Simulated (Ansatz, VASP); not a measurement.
TcN2 in VASP and in Ansatz

INCAR

```
SYSTEM = TcN2
PREC     = Accurate       ! precision mode
ENCUT    = 600            ! plane-wave cutoff, eV
EDIFF    = 1E-6           ! SCF threshold, eV
ISMEAR   = 0              ! smearing method
SIGMA    = 0.05           ! smearing width, eV
LREAL    = .False.        ! projectors in reciprocal space
LASPH    = .True.         ! aspherical terms in the spheres
NELM     = 120            ! most SCF steps
ALGO     = Normal         ! electronic algorithm
ISIF     = 2              ! what is computed and relaxed
LWAVE    = .False.        ! write WAVECAR
LCHARG   = .True.         ! write CHGCAR
GGA      = PE             ! functional
LELF     = .True.         ! ELF
LVHAR    = .True.       
NBANDS   = 18             ! bands
GGA_COMPAT= .False.
```

The input KPOINTS:

```
Automatic mesh
0
Gamma
  9 9 9
  0 0 0
```

POSCAR

```
TcN2
1.0
    0.0000000000      2.4445500000      2.4445500000
    2.4445500000      0.0000000000      2.4445500000
    2.4445500000      2.4445500000      0.0000000000
Tc N
1 2
Direct
    0.0000000000      0.0000000000      0.0000000000
    0.7500000000      0.7500000000      0.7500000000
    0.2500000000      0.2500000000      0.2500000000
```

Input for Ansatz:

```yaml
crystal:
  lattice:
    bravais: fcc
    a: 4.8891
  space_group: 225
  atoms:
    - { symbol: Tc, position: [0.0, 0.0, 0.0] }
    - { symbol: "N", position: [0.25, 0.25, 0.75] }
  reduce_to_primitive: true
kpoints:
  mp_grid:
    grid: [9, 9, 9]
hamiltonian:
  xc: pbe
  pseudopotentials:
    kind: paw
scf:
  convergence:
    dr2_threshold: 1.0e-07
  occupations:
    method: gaussian
    width: 0.05
output:
  forces: true
  stress: true
```

Alike in both runs: task single point; functional PBE; k mesh 9 × 9 × 9; occupations gaussian, width 0.05 eV; no spin polarisation.

|  | VASP | Ansatz |
| --- | --- | --- |
| version | VASP 6.6.1 | Ansatz 0.2.0 |
| potentials or method | VASP PAW PBE potentials, release 64 (Tc_pv, N) | plane waves, PAW |
| plane-wave cutoff (eV) | 600 | 500 |
| valence electrons in the cell | 23 | 25 |

VASP gave:

```
pressure (GPa) : -5.9
```

**Question.** Estimate Ansatz's values.

**Answer.** Pressure (GPa): -5.0.

VASP's potentials hold 23 valence electrons a cell and Ansatz's 25, so a difference there can come from the potentials and not from the codes. Ansatz's warnings: stress scf threshold loose.
